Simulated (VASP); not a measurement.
Wanted: the native input for a VASP 6.6.1 run.

```yaml
Task: single point
Functional: PBE
Potentials_or_basis: VASP PAW PBE potentials, release 64 (In_d, P)
Cutoff: 520 eV
k_mesh: 3 × 3 × 3
Occupations: fermi-dirac, width 0.04 eV
Spin: no spin polarisation
Dipole_correction: no
Further_INCAR_settings: ALGO = Normal; EDIFF = 1e-06; NBANDS = 16
```

The structure of InP lies in POSCAR:

```
InP
1.0
    0.0000000000      2.9305000000      2.9305000000
    2.9305000000      0.0000000000      2.9305000000
    2.9305000000      2.9305000000      0.0000000000
In P
1 1
Direct
    0.0000000000      0.0000000000      0.0000000000
    0.7500000000      0.7500000000      0.7500000000
```

These files were run (other wordings do the same):

INCAR

```
SYSTEM = InP
PREC = Accurate
ENCUT = 520
EDIFF = 1E-6
ISMEAR = -1
SIGMA = 0.04
LREAL = .FALSE.
LASPH = .TRUE.
NELM = 80
ALGO = Normal
ISIF = 2
LWAVE = .FALSE.
LCHARG = .TRUE.
GGA = PE
LELF = .TRUE.
LVHAR = .TRUE.
NBANDS = 16
```

KPOINTS

```
Automatic mesh
0
G
  3 3 3
  0 0 0
```

Potentials or basis: VASP PAW PBE potentials, release 64 (In_d, P).

Launch:

```console
$ cat potpaw_PBE.64/In_d/POTCAR potpaw_PBE.64/P/POTCAR > POTCAR
$ mpirun -np 1 vasp_std > vasp.out
```

It gave:

```json
{"Pressure": "4.1 GPa", "Band gap on the k mesh": "0.68 eV"}
```

Caveat: the k points lie up to 0.62 Å⁻¹ apart; semilocal functionals underestimate gaps, and a narrow one can read as zero; spin-orbit coupling is left out, which moves the levels of the heavy elements.

Run time: 5.3 s on 1 thread of Intel(R) Xeon(R) Platinum 8259CL CPU @ 2.50GHz (Skylake/Cascade Lake), with other jobs on the host, peak memory 0.17 GiB.
